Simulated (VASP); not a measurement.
Runs of VASP 6.6.1 on Sn. The structure is that of space group P6/mmm (No. 191), or close to it. The cells are those of the table. 

```csv
cell,k mesh,gap on the mesh (eV),pressure (GPa)
"a = 5.238, b = 5.238, c = 3.191 Å, angles 90.0, 90.0, 120.0°, 3 atoms",8 × 8 × 11,none,2.9
"a = 5.380, b = 5.380, c = 3.278 Å, angles 90.0, 90.0, 120.0°, 3 atoms",8 × 8 × 11,none,-1.6
"a = 5.089, b = 5.089, c = 3.100 Å, angles 90.0, 90.0, 120.0°, 3 atoms",8 × 8 × 11,none,(c)
"a = 5.165, b = 5.165, c = 3.146 Å, angles 90.0, 90.0, 120.0°, 3 atoms",8 × 8 × 11,none,6.0
"a = 5.448, b = 5.448, c = 3.319 Å, angles 90.0, 90.0, 120.0°, 3 atoms",8 × 8 × 11,none,(b)
"a = 5.310, b = 5.310, c = 3.235 Å, angles 90.0, 90.0, 120.0°, 3 atoms",7 × 7 × 10,none,-0.1
"a = 5.310, b = 5.310, c = 3.235 Å, angles 90.0, 90.0, 120.0°, 3 atoms",8 × 8 × 11,none,0.4
"a = 5.515, b = 5.515, c = 3.359 Å, angles 90.0, 90.0, 120.0°, 3 atoms",8 × 8 × 11,none,(a)
```

Alike in all rows: task single point; level PBEsol; potentials or basis VASP PAW PBE potentials, release 64 (Sn_d); no spin polarisation; cutoff (eV) 520; smearing fermi-dirac 0.1 eV.

Q: Estimate the missing entries.

A: (a) -4.5; (b) -3.2; (c) 9.9.

Caveats: the PAW data sets were made with another functional, which shifts forces and pressure a little; spin-orbit coupling is left out, which moves the levels of the heavy elements.

A k mesh can miss the band edges, and the runs leave out spin-orbit coupling on Sn.

A gap of «none» marks levels without a gap at the run's occupations.
